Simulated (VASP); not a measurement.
# B in VASP: notebook

Runs on B. Level: PBE. Tasks: single point.

Program: VASP 6.6.1. These are calculated values, not measurements. Logs are shortened: lines on timing, memory, paths and dates and some standing lists are left out, and cuts for length are marked.

## (1) The cell of the first run

Symmetry: C2/m, No. 12, monoclinic system. Conventional cell: a = 5.168 Å, b = 2.885 Å, c = 5.950 Å, α = 90.00°, β = 106.94°, γ = 90.00°. B (site symmetry m) has 5 B at 1.67 to 1.81 Å within 2.2 Å. Within 2.2 Å of B (site symmetry m) lie 7 B at 1.66 to 1.94 Å. B (site symmetry m) has 6 B at 1.66 to 1.94 Å within 2.2 Å.

## (2) Single point, PBE

Contents of INCAR:

```
SYSTEM = B
PREC     = Accurate       ! precision mode
ENCUT    = 500            ! plane-wave cutoff, eV
EDIFF    = 1E-6           ! SCF threshold, eV
ISMEAR   = 0              ! smearing method
SIGMA    = 0.1            ! smearing width, eV
LREAL    = .FALSE.        ! projectors in reciprocal space
LASPH    = .TRUE.         ! aspherical terms in the spheres
NELM     = 120            ! most SCF steps
ALGO     = Normal         ! electronic algorithm
ISIF     = 2              ! what is computed and relaxed
LWAVE    = .FALSE.        ! write WAVECAR
LCHARG   = .TRUE.         ! write CHGCAR
GGA      = PE             ! functional
LELF     = .TRUE.         ! ELF
LVHAR    = .TRUE.       
NBANDS   = 18             ! bands
GGA_COMPAT= .FALSE.
```

Contents of KPOINTS:

```
Automatic mesh
0
G
  8 8 4
  0 0 0
```

Contents of POSCAR:

```
B
1.0
    2.5837567958     -1.4424371132      0.0000000000
    2.5837567958      1.4424371132      0.0000000000
   -1.7335510171      0.0000000000      5.6919341740
B
6
Direct
    0.8396827566      0.8396827566      0.0038312049
    0.1901513982      0.1901513982      0.5701826704
    0.9040345667      0.9040345667      0.7213027235
    0.0959654333      0.0959654333      0.2786972765
    0.8098486018      0.8098486018      0.4298173296
    0.1603172434      0.1603172434      0.9961687951
```

Potentials or basis: VASP PAW PBE potentials, release 64 (B).

Run with:

```console
$ cat potpaw_PBE.64/B/POTCAR > POTCAR
$ mpirun -np 1 vasp_std > vasp.out
```

OUTCAR:

```text
SYSTEM = B
   PREC = Accurate
   ENCUT = 500
   EDIFF = 1E-6
   ISMEAR = 0
   LREAL = .FALSE.
   LASPH = .TRUE.
   NELM = 120
   ISIF = 2
   GGA = PE

 ion  position               nearest neighbor table
   1  0.840  0.840  0.004-   6 1.67   6 1.71   6 1.71   4 1.78   3 1.81
   2  0.190  0.190  0.570-   4 1.66   5 1.86   5 1.86   3 1.88   3 1.88   5 1.90   3 1.94
   3  0.904  0.904  0.721-   5 1.66   6 1.78   1 1.81   2 1.88   2 1.88   2 1.94
   4  0.096  0.096  0.279-   2 1.66   1 1.78   6 1.81   5 1.88   5 1.88   5 1.94
   5  0.810  0.810  0.430-   3 1.66   2 1.86   2 1.86   4 1.88   4 1.88   2 1.90   4 1.94
   6  0.160  0.160  0.996-   1 1.67   1 1.71   1 1.71   3 1.78   4 1.81

  LATTYP: Found a base centered monoclinic cell.
 ALAT       =     5.1675135916
 B/A-ratio  =     0.5582712411
 C/A-ratio  =     1.1514373941
 COS(beta)  =    -0.2913497636

  Lattice vectors:

 A1 = (   2.5837567958,  -1.4424371132,   0.0000000000)
 A2 = (   2.5837567958,   1.4424371132,   0.0000000000)
 A3 = (  -1.7335510171,   0.0000000000,   5.6919341740)

Analysis of symmetry for initial positions (statically):
=====================================================================
 Subroutine PRICEL returns:
 Original cell was already a primitive cell.

 Routine SETGRP: Setting up the symmetry group for a
 base centered monoclinic supercell.

 Subroutine GETGRP returns: Found  4 space group operations
 (whereof  4 operations were pure point group operations)
 out of a pool of  4 trial point group operations.

The static configuration has the point symmetry C_2h.

Analysis of symmetry for dynamics (positions and initial velocities):
=====================================================================
 Subroutine PRICEL returns:
 Original cell was already a primitive cell.

 Routine SETGRP: Setting up the symmetry group for a
 base centered monoclinic supercell.

 Subroutine GETGRP returns: Found  4 space group operations
 (whereof  4 operations were pure point group operations)
 out of a pool of  4 trial point group operations.

The dynamic configuration has the point symmetry C_2h.

 Subroutine INISYM returns: Found  4 space group operations
 (whereof  4 operations are pure point group operations),
 and found     1 'primitive' translations

----------------------------------------------------------------------------------------

                                     Primitive cell

  volume of cell :      42.4266

  direct lattice vectors                    reciprocal lattice vectors
     2.583756796 -1.442437113  0.000000000     0.193516666 -0.346635562  0.058937964
     2.583756796  1.442437113  0.000000000     0.193516666  0.346635562  0.058937964
    -1.733551017  0.000000000  5.691934174     0.000000000  0.000000000  0.175687204

  length of vectors
     2.959125547  2.959125547  5.950068384     0.401345981  0.401345981  0.175687204

  position of ions in fractional coordinates (direct lattice)
     0.839682757  0.839682757  0.003831205
     0.190151398  0.190151398  0.570182670
     0.904034567  0.904034567  0.721302724
     0.095965433  0.095965433  0.278697276
     0.809848602  0.809848602  0.429817330
     0.160317243  0.160317243  0.996168795

  ion indices of the primitive-cell ions
   primitive index   ion index
                 1           1
                 2           2
                 3           3
                 4           4
                 5           5
                 6           6

----------------------------------------------------------------------------------------

 KPOINTS: Automatic mesh

Automatic generation of k-mesh.
 Grid dimensions read from file:
 generate k-points for:    8    8    4

 Generating k-lattice:

  Cartesian coordinates                     Fractional coordinates (reciprocal lattice)
     0.024189583 -0.043329445  0.007367246     0.125000000 -0.000000000  0.000000000
     0.024189583  0.043329445  0.007367246    -0.000000000  0.125000000  0.000000000
     0.000000000  0.000000000  0.043921801     0.000000000  0.000000000  0.250000000

  Length of vectors
     0.050168248  0.050168248  0.043921801

  Shift w.r.t. Gamma in fractional coordinates (k-lattice)
     0.000000000  0.000000000  0.000000000

 Subroutine IBZKPT returns following result:
 ===========================================

 Found     78 irreducible k-points:

 Following reciprocal coordinates:
            Coordinates               Weight
  0.000000  0.000000  0.000000      1.000000
  0.125000  0.000000  0.000000      4.000000
  0.250000  0.000000  0.000000      4.000000
  0.375000  0.000000  0.000000      4.000000
  0.500000  0.000000  0.000000      2.000000
  0.125000  0.125000  0.000000      2.000000
[... 16 lines left out ...]
  0.125000  0.000000  0.250000      4.000000
  0.250000  0.000000  0.250000      4.000000
 [... further k-points ...]
   k-points           NKPTS =     78   k-points in BZ     NKDIM =     78   number of bands    NBANDS=     18
   number of dos      NEDOS =    301   number of ions     NIONS =      6
   total plane-waves  NPLWV =  27648
   dimension x,y,z NGX =    24 NGY =   24 NGZ =   48
   dimension x,y,z NGXF=    48 NGYF=   48 NGZF=   96
   ions per type =               6
   NGX,Y,Z   is equivalent  to a cutoff of  13.48, 13.48, 13.41 a.u.
   NGXF,Y,Z  is equivalent  to a cutoff of  26.97, 26.97, 26.82 a.u.
 SYSTEM =  B
   PREC   = accura    normal or accurate (medium, high low for compatibility)
   ISTART =      0    job   : 0-new  1-cont  2-samecut
   ICHARG =      2    charge: 1-file 2-atom 10-const
   ISPIN  =      1    spin polarized calculation?
   LNONCOLLINEAR =      F non collinear calculations
   LSORBIT =      F    spin-orbit coupling
   LASPH  =      T    aspherical Exc in radial PAW
   ENCUT  =  500.0 eV  36.75 Ry    6.06 a.u.   5.40  5.40 10.85*2*pi/ulx,y,z
   NELM   =    120;   NELMIN=  2; NELMDL= -5     # of ELM steps
   EDIFF  = 0.1E-05   stopping-criterion for ELM
   LREAL  =      F    real-space projection
   EDIFFG = 0.1E-04   stopping-criterion for IOM
   NSW    =      0    number of steps for IOM
   IBRION =     -1    ionic relax: 0-MD 1-quasi-New 2-CG
   NFREE  =      0    steps in history (QN), initial steepest desc. (CG)
   ISIF   =      2    stress and relaxation
   ISYM   =      2    0-nonsym 1-usesym 2-fastsym
   POTIM  = 0.5000    time-step for ionic-motion
   TEBEG  =    0.0;   TEEND  =   0.0 temperature during run
   PSTRESS=    0.0 pullay stress
   NELECT =      18.0000    total number of electrons
   NUPDOWN=      -1.0000    fix difference up-down
   EMIN   =  10.00;   EMAX   =-10.00  energy-range for DOS
   EFERMI =   0.00;   METHOD = LEGACY
   ISMEAR =     0;   SIGMA  =   0.10  broadening in eV -4-tet -1-fermi 0-gaus
   EFERMI_NEDOS =   21; number of points for ismear=-14 and -15
   IALGO  =     38    algorithm
   IMIX   =      4    mixing-type and parameters
     AMIX     =   0.40;   BMIX     =  1.00
     AMIX_MAG =   1.60;   BMIX_MAG =  1.00
  volume/ion in A,a.u.               =       7.07        47.72
  Fermi-wavevector in a.u.,A,eV,Ry     =   1.230135  2.324619 20.588782  1.513233
  Thomas-Fermi vector in A             =   2.364996
   LORBIT       =      0    0 simple, 1 ext, 2 COOP (PROOUT), +10 PAW based schemes
   GGA     = PE    functional components
   LHFCALC =     F    Hartree Fock is set to
   AEXX    =    0.0000 exact exchange contribution
   IVDW    =     0    specifies the selected vdW correction
   LEPSILON=     F    determine dielectric tensor
   LRPA    =     F    only Hartree local field effects (RPA)
 non-spin polarized calculation
 Gauss-broadening in eV      SIGMA  =   0.10
  energy-cutoff  :      500.00
  volume of cell :       42.43
 maximum number of plane-waves:      1093
 NGX is ok and might be reduce to    24
   NGX = 11   NGY = 11   NGZ = 21

 number of electron      18.0000000 magnetization

 Free energy of the ion-electron system (eV)
  ---------------------------------------------------
  ext. energy  EPLUGINS =         0.00000000
  ---------------------------------------------------
  free energy    TOTEN  =       -38.31794466 eV

  energy without entropy =      -38.31183204  energy(sigma->0) =      -38.31488835

 E-fermi :   6.6298     XC(G=0): -11.8562

 val. band max:        6.6147106526   @ k =   0.2500   0.1250   0.2500
 cond. band min:       6.6749089819   @ k =   0.1250   0.0000   0.0000
 fundamental gap:      0.0601983293
 Fermi energy:         6.6297545148

 k-point     1 :       0.0000    0.0000    0.0000
  band No.  band energies     occupation
      1      -9.4735      2.00000
      2      -6.1829      2.00000
      3      -4.9027      2.00000
      4       2.4455      2.00000
      5       4.7097      2.00000
      6       5.0522      2.00000
[... 10 lines left out ...]
     17      15.4896      0.00000
     18      16.1225      0.00000

 k-point     2 :       0.1250    0.0000    0.0000
  band No.  band energies     occupation
      1      -9.1857      2.00000
      2      -5.9712      2.00000
      3      -4.5581      2.00000
      4       2.2888      2.00000
      5       3.7984      2.00000
      6       4.1656      2.00000
[... 10 lines left out ...]
     17      15.9618      0.00000
     18      16.1322      0.00000

 k-point     3 :       0.2500    0.0000    0.0000
  band No.  band energies     occupation
      1      -8.3296      2.00000
      2      -5.3153      2.00000
      3      -3.6002      2.00000
      4       0.5160      2.00000
      5       2.3083      2.00000
      6       3.1289      2.00000
[... 412 lines left out ...]
 k-point    23 :       0.1250    0.0000    0.2500
  band No.  band energies     occupation
      1      -8.9995      2.00000
      2      -6.9586      2.00000
      3      -2.9644      2.00000
      4       0.7692      2.00000
      5       3.4150      2.00000
      6       4.1924      2.00000
[... 10 lines left out ...]
     17      16.2560      0.00000
     18      17.2278      0.00000

 k-point    24 :       0.2500    0.0000    0.2500
  band No.  band energies     occupation
      1      -8.1148      2.00000
      2      -6.2777      2.00000
      3      -1.9485      2.00000
      4       0.2653      2.00000
      5       1.2549      2.00000
      6       3.0587      2.00000
[... 10 lines left out ...]
     17      16.6754      0.00000
     18      17.4747      0.00000

 [... further k-points ...]

------------------------ aborting loop because EDIFF is reached ----------------------------------------

  FORCE on cell =-STRESS in cart. coord.  units (eV):
  Direction    XX          YY          ZZ          XY          YZ          ZX
  --------------------------------------------------------------------------------------
  -------------------------------------------------------------------------------------
  Total       -0.0482318      0.1407818     -0.0919823      0.0000000      0.0000000      0.1544120
  in kB       -1.8214033      5.3164119     -3.4735731      0.0000000      0.0000000      5.8311362
  external PRESSURE =       0.0071452 kB  Pullay stress =       0.0000000 kB

 VOLUME and BASIS-vectors are now :
 -----------------------------------------------------------------------------
  energy-cutoff  :      500.00
  volume of cell :       42.43
      direct lattice vectors                 reciprocal lattice vectors
     2.583756796 -1.442437113  0.000000000     0.193516666 -0.346635562  0.058937964
     2.583756796  1.442437113  0.000000000     0.193516666  0.346635562  0.058937964
    -1.733551017  0.000000000  5.691934174     0.000000000  0.000000000  0.175687204

 POSITION                                       TOTAL-FORCE (eV/Angst)
 -----------------------------------------------------------------------------------
      4.33243      0.00000      0.02181         0.306741      0.000000      0.046773
     -0.00583      0.00000      3.24544         0.023982      0.000000      0.019125
      3.42120      0.00000      4.10561         0.029480      0.000000      0.047443
      0.01277      0.00000      1.58633        -0.029480      0.000000     -0.047443
      3.43979      0.00000      2.44649        -0.023982      0.000000     -0.019125
     -0.89847      0.00000      5.67013        -0.306741      0.000000     -0.046773
 -----------------------------------------------------------------------------------
    total drift:                                0.000000      0.000000      0.000000

  FREE ENERGIE OF THE ION-ELECTRON SYSTEM (eV)
  ---------------------------------------------------
  free  energy   TOTEN  =       -38.3179446591 eV

  energy  without entropy=      -38.3118320382  energy(sigma->0) =      -38.31488835
```

Wall time 82 s (1 thread of Intel Xeon 8259CL, shared host); peak memory 0.18 GiB.

Results:

- Free energy: -38.3179 eV
- Pressure: 0.0 GPa
- Largest force: 0.310 eV/Å
- Band gap on the k mesh: zero (bands 9 and 10 overlap by 3.78 eV)

Forces in eV/Å, atoms in the order of the input:
```
B    0.307  0.000  0.047
B    0.024  0.000  0.019
B    0.029  0.000  0.047
B   -0.029  0.000 -0.047
B   -0.024  0.000 -0.019
B   -0.307  0.000 -0.047
```

[end of part 1 of 2]
